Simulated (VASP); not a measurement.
# B32HN32 (a cell with a defect) in VASP: further runs

B32HN32 (a cell with a defect) is run at these levels: PBE; tasks: single point, relaxation of the atoms.

Program: VASP 6.6.1. These are calculated values, not measurements. Logs are shortened: lines on timing, memory, paths and dates and some standing lists are left out, and cuts for length are marked.

## Step 1: The cell of the first run

The cell holds a defect, 65 atoms: a = 9.739 Å, b = 9.739 Å, c = 10.049 Å, α = 104.95°, β = 104.95°, γ = 117.89°.

## Step 2: Single point, PBE (with an interstitial atom, then relaxed in part)

INCAR

```
SYSTEM = B32HN32
  PREC = Accurate
  ENCUT = 520
  EDIFF = 1E-6
  ISMEAR = 0
  SIGMA = 0.01
  LREAL = Auto
  LASPH = .True.
  NELM = 80
  ALGO = Normal
  ISIF = 2
  LWAVE = .False.
  LCHARG = .False.
  GGA = PE
  NBANDS = 166
  NELECT = 258.0
```

KPOINTS

```
regular mesh
0
Gamma
  1 1 1
  0 0 0
```

POSCAR

```
B32HN32
1.0
    5.0243623083      0.0000000000      8.3431560662
    5.0243623083      0.0000000000     -8.3431560662
   -5.0243623083      8.7024507937      0.0000000000
B N H
32 32 1
Direct
    0.2210994141      0.9465735863      0.1676730004
    0.2185000143      0.9503577492      0.4185495655
    0.2181496416      0.9507875186      0.6693150510
    0.2203350809      0.9472977860      0.9194610920
    0.4711050431      0.1963555466      0.1684173004
    0.4681918162      0.2000495512      0.4185495655
    0.4669869229      0.2020251901      0.6690121130
    0.4671280082      0.2011096161      0.9189211521
    0.7179808471      0.4505753506      0.1685561977
    0.7188018559      0.4498619927      0.4189464343
    0.7185275324      0.4511654094      0.6693150510
    0.7178115361      0.4517931439      0.9189211521
    0.9720617537      0.6973122573      0.1684173004
    0.9690844416      0.7001445784      0.4189464343
    0.9724559293      0.6971710271      0.6696269563
    0.9721633060      0.6991260112      0.9194610920
    0.5328719918      0.7988903839      0.0810788479
    0.5330130771      0.7979748099      0.3309878870
    0.5318081838      0.7999504488      0.5814504345
    0.5288949569      0.8036444534      0.8315826996
    0.7796649191      0.0527022140      0.0805389080
    0.7818503584      0.0492124814      0.3306849490
    0.7814999857      0.0496422508      0.5814504345
    0.7789005859      0.0534264137      0.8323269996
    0.0278366940      0.3008739888      0.0805389080
    0.0275440707      0.3028289729      0.3303730437
    0.0309155584      0.2998554216      0.5810535657
    0.0279382463      0.3026877427      0.8315826996
    0.2821884639      0.5482068561      0.0810788479
    0.2814724676      0.5488345906      0.3306849490
    0.2811981441      0.5501380073      0.5810535657
    0.2820191529      0.5494246494      0.8314438023
    0.4503938425      0.7140187209      0.1644125634
    0.4493951191      0.7150214241      0.4144347011
    0.4471297453      0.7172568214      0.6643872022
    0.4483821873      0.7160080217      0.9144850265
    0.6986490387      0.9661674451      0.1642842358
    0.6994132770      0.9650395820      0.4144347011
    0.6975671653      0.9671499728      0.6647171381
    0.6896379397      0.9733831555      0.9140981082
    0.9407613025      0.2244894915      0.1652507941
    0.9471780145      0.2172202386      0.4145094329
    0.9471303808      0.2172574569      0.6643872022
    0.9407149527      0.2244601685      0.9140981082
    0.1981167907      0.4656351971      0.1642842358
    0.1972891944      0.4673314185      0.4145094329
    0.1978810086      0.4665821101      0.6644631187
    0.1984770048      0.4661028392      0.9144850265
    0.3103620603      0.0266168445      0.0859018918
    0.3024328347      0.0328500272      0.3352828619
    0.3005867230      0.0349604180      0.5855652989
    0.3013509613      0.0338325549      0.8357157642
    0.5516178127      0.2839919783      0.0855149735
    0.5528702547      0.2827431786      0.3356127978
    0.5506048809      0.2849785759      0.5855652989
    0.5496061575      0.2859812791      0.8355874366
    0.8015229952      0.5338971608      0.0855149735
    0.8021189914      0.5334178899      0.3355368813
    0.8027108056      0.5326685815      0.5854905671
    0.8018832093      0.5343648029      0.8357157642
    0.0592850473      0.7755398315      0.0859018918
    0.0528696192      0.7827425431      0.3356127978
    0.0528219855      0.7827797614      0.5854905671
    0.0592386975      0.7755105085      0.8347492059
    0.0000000000      0.0000000000      0.0000000000
```

Potentials or basis: VASP PAW PBE potentials, release 64 (B, N, H).

Launch:

```console
cat potpaw_PBE.64/B/POTCAR potpaw_PBE.64/N/POTCAR potpaw_PBE.64/H/POTCAR > POTCAR
mpirun -np 1 vasp_gam > vasp.out
```

OUTCAR:

```text
SYSTEM = B32HN32
   PREC = Accurate
   ENCUT = 520
   EDIFF = 1E-6
   ISMEAR = 0
   LREAL = Auto
   LASPH = .True.
   NELM = 80
   ISIF = 2
   GGA = PE
   NELECT = 258.0

 ion  position               nearest neighbor table
   1  0.221  0.947  0.168-  49 1.45  61 1.45  50 1.46
   2  0.219  0.950  0.419-  50 1.45  62 1.45  51 1.45
   3  0.218  0.951  0.669-  52 1.45  63 1.45  51 1.45
   4  0.220  0.947  0.919-  49 1.45  64 1.45  52 1.46
   5  0.471  0.196  0.168-  49 1.44  53 1.45  54 1.46
   6  0.468  0.200  0.419-  50 1.45  54 1.45  55 1.45
[... 56 lines left out ...]
  63  0.053  0.783  0.585-  14 1.45   3 1.45  15 1.46
  64  0.059  0.776  0.835-  15 1.44   4 1.45  16 1.45
  65  0.000  0.000  0.000-

  LATTYP: Found a face centered orthorhombic cell.
 ALAT       =    10.0487246166
 B/A-ratio  =     1.6605402943
 C/A-ratio  =     1.7320508076

  Lattice vectors:

 A1 = (   0.0000000000,   8.7024507937,  -8.3431560662)
 A2 = (   5.0243623083,   8.7024507937,   0.0000000000)
 A3 = (   5.0243623083,   0.0000000000,  -8.3431560662)

Analysis of symmetry for initial positions (statically):
=====================================================================
 Subroutine PRICEL returns:
 Original cell was already a primitive cell.

 Routine SETGRP: Setting up the symmetry group for a
 face centered orthorhombic supercell.

 Subroutine GETGRP returns: Found  4 space group operations
 (whereof  4 operations were pure point group operations)
 out of a pool of  8 trial point group operations.

The static configuration has the point symmetry C_2h.

Analysis of symmetry for dynamics (positions and initial velocities):
=====================================================================
 Subroutine PRICEL returns:
 Original cell was already a primitive cell.

 Routine SETGRP: Setting up the symmetry group for a
 face centered orthorhombic supercell.

 Subroutine GETGRP returns: Found  4 space group operations
 (whereof  4 operations were pure point group operations)
 out of a pool of  8 trial point group operations.

The dynamic configuration has the point symmetry C_2h.

 Subroutine INISYM returns: Found  4 space group operations
 (whereof  4 operations are pure point group operations),
 and found     1 'primitive' translations

----------------------------------------------------------------------------------------

                                     Primitive cell

  volume of cell :     729.5967

  direct lattice vectors                    reciprocal lattice vectors
     5.024362308  0.000000000  8.343156066     0.099515116  0.057455079  0.059929360
     5.024362308  0.000000000 -8.343156066     0.099515116  0.057455079 -0.059929360
    -5.024362308  8.702450794  0.000000000     0.000000000  0.114910158  0.000000000

  length of vectors
     9.739223262  9.739223262 10.048724617     0.129598891  0.129598891  0.114910158

  position of ions in fractional coordinates (direct lattice)
     0.221099414  0.946573586  0.167673000
     0.218500014  0.950357749  0.418549566
     0.218149642  0.950787519  0.669315051
     0.220335081  0.947297786  0.919461092
     0.471105043  0.196355547  0.168417300
     0.468191816  0.200049551  0.418549566
[... 57 lines left out ...]
     0.059238697  0.775510508  0.834749206
     0.000000000  0.000000000  0.000000000

  ion indices of the primitive-cell ions
   primitive index   ion index
                 1           1
                 2           2
                 3           3
                 4           4
                 5           5
                 6           6
[... 57 lines left out ...]
                64          64
                65          65

----------------------------------------------------------------------------------------

 KPOINTS: regular mesh

Automatic generation of k-mesh.
 Grid dimensions read from file:
 generate k-points for:    1    1    1

 Generating k-lattice:

  Cartesian coordinates                     Fractional coordinates (reciprocal lattice)
     0.099515116  0.057455079  0.059929360     1.000000000 -0.000000000  0.000000000
     0.099515116  0.057455079 -0.059929360    -0.000000000  1.000000000  0.000000000
     0.000000000  0.114910158  0.000000000     0.000000000  0.000000000  1.000000000

  Length of vectors
     0.129598891  0.129598891  0.114910158

  Shift w.r.t. Gamma in fractional coordinates (k-lattice)
     0.000000000  0.000000000  0.000000000

 Subroutine IBZKPT returns following result:
 ===========================================

 Found      1 irreducible k-points:

 Following reciprocal coordinates:
            Coordinates               Weight
  0.000000  0.000000  0.000000      1.000000
   k-points           NKPTS =      1   k-points in BZ     NKDIM =      1   number of bands    NBANDS=    166
   number of dos      NEDOS =    301   number of ions     NIONS =     65
   total plane-waves  NPLWV = 414720
   dimension x,y,z NGX =    72 NGY =   72 NGZ =   80
   dimension x,y,z NGXF=   144 NGYF=  144 NGZF=  160
   ions per type =              32  32   1
   NGX,Y,Z   is equivalent  to a cutoff of  12.29, 12.29, 13.24 a.u.
   NGXF,Y,Z  is equivalent  to a cutoff of  24.58, 24.58, 26.47 a.u.
 SYSTEM =  B32HN32
   PREC   = accura    normal or accurate (medium, high low for compatibility)
   ISTART =      0    job   : 0-new  1-cont  2-samecut
   ICHARG =      2    charge: 1-file 2-atom 10-const
   ISPIN  =      1    spin polarized calculation?
   LNONCOLLINEAR =      F non collinear calculations
   LSORBIT =      F    spin-orbit coupling
   LASPH  =      T    aspherical Exc in radial PAW
   ENCUT  =  520.0 eV  38.22 Ry    6.18 a.u.  18.11 18.11 18.68*2*pi/ulx,y,z
   NELM   =     80;   NELMIN=  2; NELMDL= -5     # of ELM steps
   EDIFF  = 0.1E-05   stopping-criterion for ELM
   LREAL  =      T    real-space projection
   EDIFFG = 0.1E-04   stopping-criterion for IOM
   NSW    =      0    number of steps for IOM
   IBRION =     -1    ionic relax: 0-MD 1-quasi-New 2-CG
   NFREE  =      0    steps in history (QN), initial steepest desc. (CG)
   ISIF   =      2    stress and relaxation
   ISYM   =      2    0-nonsym 1-usesym 2-fastsym
   POTIM  = 0.5000    time-step for ionic-motion
   TEBEG  =    0.0;   TEEND  =   0.0 temperature during run
   PSTRESS=    0.0 pullay stress
   NELECT =     258.0000    total number of electrons
   NUPDOWN=      -1.0000    fix difference up-down
   EMIN   =  10.00;   EMAX   =-10.00  energy-range for DOS
   EFERMI =   0.00;   METHOD = LEGACY
   ISMEAR =     0;   SIGMA  =   0.01  broadening in eV -4-tet -1-fermi 0-gaus
   EFERMI_NEDOS =   21; number of points for ismear=-14 and -15
   IALGO  =     38    algorithm
   IMIX   =      4    mixing-type and parameters
     AMIX     =   0.40;   BMIX     =  1.00
     AMIX_MAG =   1.60;   BMIX_MAG =  1.00
  volume/ion in A,a.u.               =      11.22        75.75
  Fermi-wavevector in a.u.,A,eV,Ry     =   1.157676  2.187691 18.234721  1.340214
  Thomas-Fermi vector in A             =   2.294285
   LORBIT       =      0    0 simple, 1 ext, 2 COOP (PROOUT), +10 PAW based schemes
   GGA     = PE    functional components
   LHFCALC =     F    Hartree Fock is set to
   AEXX    =    0.0000 exact exchange contribution
   IVDW    =     0    specifies the selected vdW correction
   LEPSILON=     F    determine dielectric tensor
   LRPA    =     F    only Hartree local field effects (RPA)
 non-spin polarized calculation
 Gauss-broadening in eV      SIGMA  =   0.01
  energy-cutoff  :      520.00
  volume of cell :      729.60
 maximum number of plane-waves:      9863
   NGX = 37   NGY = 37   NGZ = 37

 number of electron     257.9999989 magnetization

 Free energy of the ion-electron system (eV)
  ---------------------------------------------------
  ext. energy  EPLUGINS =         0.00000000
  ---------------------------------------------------
  free energy    TOTEN  =      -560.58162854 eV

  energy without entropy =     -560.58162854  energy(sigma->0) =     -560.58162854

 E-fermi :   3.3095     XC(G=0):  -8.6891

 val. band max:        3.2452280884   @ k =   0.0000   0.0000   0.0000
 cond. band min:       5.0752124866   @ k =   0.0000   0.0000   0.0000
 fundamental gap:      1.8299843982
 Fermi energy:         3.3094945878

 k-point     1 :       0.0000    0.0000    0.0000
  band No.  band energies     occupation
      1     -17.1029      2.00000
      2     -17.0480      2.00000
      3     -15.9996      2.00000
      4     -15.9938      2.00000
      5     -15.9903      2.00000
      6     -15.9753      2.00000
[... 133 lines left out ...]
    140       6.1927      0.00000
    141       6.2156      0.00000
 [bands above 141 left out]

------------------------ aborting loop because EDIFF is reached ----------------------------------------

  FORCE on cell =-STRESS in cart. coord.  units (eV):
  Direction    XX          YY          ZZ          XY          YZ          ZX
  --------------------------------------------------------------------------------------
  -------------------------------------------------------------------------------------
  Total        2.9706296      3.5192425      7.2718739      0.0000000      0.0458274      0.0000000
  in kB        6.5234329      7.7281739     15.9688643      0.0000000      0.1006358      0.0000000
  external PRESSURE =      10.0734904 kB  Pullay stress =       0.0000000 kB

 VOLUME and BASIS-vectors are now :
 -----------------------------------------------------------------------------
  energy-cutoff  :      520.00
  volume of cell :      729.60
      direct lattice vectors                 reciprocal lattice vectors
     5.024362308  0.000000000  8.343156066     0.099515116  0.057455079  0.059929360
     5.024362308  0.000000000 -8.343156066     0.099515116  0.057455079 -0.059929360
    -5.024362308  8.702450794  0.000000000     0.000000000  0.114910158  0.000000000

 POSITION                                       TOTAL-FORCE (eV/Angst)
 -----------------------------------------------------------------------------------
      5.02436      1.45917     -6.05274        -0.000000      0.013321      0.007614
      3.76982      3.64241     -6.10600        -0.001031      0.007945     -0.003672
      2.51028      5.82468     -6.11251         0.005474     -0.009393     -0.007234
      1.24690      8.00156     -6.06516         0.001676     -0.003013      0.003322
      2.50737      1.46564      2.29228         0.006734      0.011486     -0.002581
      1.25454      3.64241      2.23715         0.001031      0.007945     -0.003672
[... 57 lines left out ...]
      0.00000      7.26436     -5.97597         0.000000     -0.000101      0.003334
      0.00000      0.00000      0.00000        -0.000000     -0.000000      0.000000
 -----------------------------------------------------------------------------------
    total drift:                                0.000000     -0.000000     -0.000000

  FREE ENERGIE OF THE ION-ELECTRON SYSTEM (eV)
  ---------------------------------------------------
  free  energy   TOTEN  =      -560.5816285386 eV

  energy  without entropy=     -560.5816285386  energy(sigma->0) =     -560.58162854
```

Run time: 6.6 min. Hardware: 1 thread of AMD EPYC, shared host; peak memory 0.75 GiB.

What came out:

| Property | Result |
| --- | --- |
| Free energy | -560.5816 eV |
| Largest force | 0.017 eV/Å |

Forces on the atoms (eV/Å):
```
B    0.000  0.013  0.008
B   -0.001  0.008 -0.004
B    0.005 -0.009 -0.007
B    0.002 -0.003  0.003
B    0.007  0.011 -0.003
B    0.001  0.008 -0.004
B    0.000 -0.005 -0.016
B    0.004 -0.006 -0.012
B    0.000  0.010 -0.003
B    0.002  0.001  0.002
B   -0.005 -0.009 -0.007
B   -0.004 -0.006 -0.012
B   -0.007  0.011 -0.003
B   -0.002  0.001  0.002
B    0.000 -0.011  0.001
B   -0.002 -0.003  0.003
B   -0.004  0.006  0.012
B    0.000  0.005  0.016
B   -0.001 -0.008  0.004
B   -0.007 -0.011  0.003
B   -0.002  0.003 -0.003
B   -0.005  0.009  0.007
B    0.001 -0.008  0.004
B    0.000 -0.013 -0.008
B    0.002  0.003 -0.003
B    0.000  0.011 -0.001
B    0.002 -0.001 -0.002
B    0.007 -0.011  0.003
B    0.004  0.006  0.012
B    0.005  0.009  0.007
B   -0.002 -0.001 -0.002
B    0.000 -0.010  0.003
N    0.000 -0.005 -0.010
N   -0.001 -0.001 -0.005
N    0.002  0.006 -0.001
N    0.003  0.001 -0.004
N    0.000 -0.005  0.001
N    0.001 -0.001 -0.005
N    0.000  0.008  0.002
N   -0.001  0.000  0.003
N    0.000  0.000 -0.003
N    0.002 -0.004 -0.002
N   -0.002  0.006 -0.001
N    0.001  0.000  0.003
N    0.000 -0.005  0.001
N   -0.002 -0.004 -0.002
N    0.000  0.004 -0.004
N   -0.003  0.001 -0.004
N    0.001  0.000 -0.003
N    0.000 -0.008 -0.002
N   -0.001  0.001  0.005
N    0.000  0.005 -0.001
N   -0.003 -0.001  0.004
N   -0.002 -0.006  0.001
N    0.001  0.001  0.005
N    0.000  0.005  0.010
N    0.003 -0.001  0.004
N    0.000 -0.004  0.004
N    0.002  0.004  0.002
N    0.000  0.005 -0.001
N   -0.001  0.000 -0.003
N    0.002 -0.006  0.001
N   -0.002  0.004  0.002
N    0.000  0.000  0.003
H    0.000  0.000  0.000
```

Caveat: the k points lie up to 0.81 Å⁻¹ apart; the cell carries a net charge on a neutralising background, which shifts energy and pressure; the cell differs from its parent crystal (with an interstitial atom, then relaxed in part); the cell is charged against a uniform background, so pressure and absolute levels hang on convention.

(Part 1 of 3 ends here.)
